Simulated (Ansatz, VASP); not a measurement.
This is a calculation of Bi for Ansatz 0.2.0.

The input input.yaml:

```yaml
crystal:
  lattice:
    - [-1.9814305318, 1.9814305318, 1.9814305318]
    - [1.9814305318, -1.9814305318, 1.9814305318]
    - [1.9814305318, 1.9814305318, -1.9814305318]
  atoms:
    - { symbol: Bi, position: [0.0, 0.0, 0.0] }
kpoints:
  mp_grid: { grid: [9, 9, 9] }
scf:
  occupations: { method: gaussian, width: 0.022 }
hamiltonian:
  xc: pbe
  pseudopotentials: { kind: all_electron, lapw: { basis_error: 0.001 } }
output:
  forces: true
  stress: true
  eigenvalues: true
```

Potentials or basis: all-electron LAPW, scalar-relativistic.

Command:

```console
$ ansatz run input.yaml --threads 1 --pin off --max-ram 3072MiB --backend cpu --events-out ev --progress --plain --runs-dir out
```

Task: Set up the same calculation for VASP 6.6.1. Potentials there: VASP PAW PBE potentials, release 64 (Bi_d).

Result: As run (the cutoff follows the program's own potentials):

File INCAR:

```
SYSTEM = Bi
PREC = Accurate
ENCUT = 520
EDIFF = 1E-6
ISMEAR = 0
SIGMA = 0.022
LREAL = .False.
LASPH = .True.
NELM = 80
ALGO = Fast
ISIF = 2
LWAVE = .False.
LCHARG = .True.
GGA = PE
LELF = .True.
LVHAR = .True.
NBANDS = 14
```

File KPOINTS:

```
Automatic mesh
0
Gamma
  9 9 9
  0 0 0
```

The input POSCAR:

```
Bi
1.0
   -1.9814305318      1.9814305318      1.9814305318
    1.9814305318     -1.9814305318      1.9814305318
    1.9814305318      1.9814305318     -1.9814305318
Bi
1
Direct
    0.0000000000      0.0000000000      0.0000000000
```

Potentials or basis: VASP PAW PBE potentials, release 64 (Bi_d).

Command:

```sh
$ cat potpaw_PBE.64/Bi_d/POTCAR > POTCAR
$ mpirun -np 1 vasp_std > vasp.out
```

Both were run:

|  | VASP | Ansatz | Ansatz less VASP |
| --- | --- | --- | --- |
| gap on the k mesh at the Fermi level (eV) | none | none | - |
| pressure (GPa) | 0.8 | 0.9 | +0.07 |

A gap of «none» marks a metal or a gap that the smearing closes. Ansatz ran all-electron here, and VASP with PAW potentials.

Neither program's run includes spin-orbit coupling.
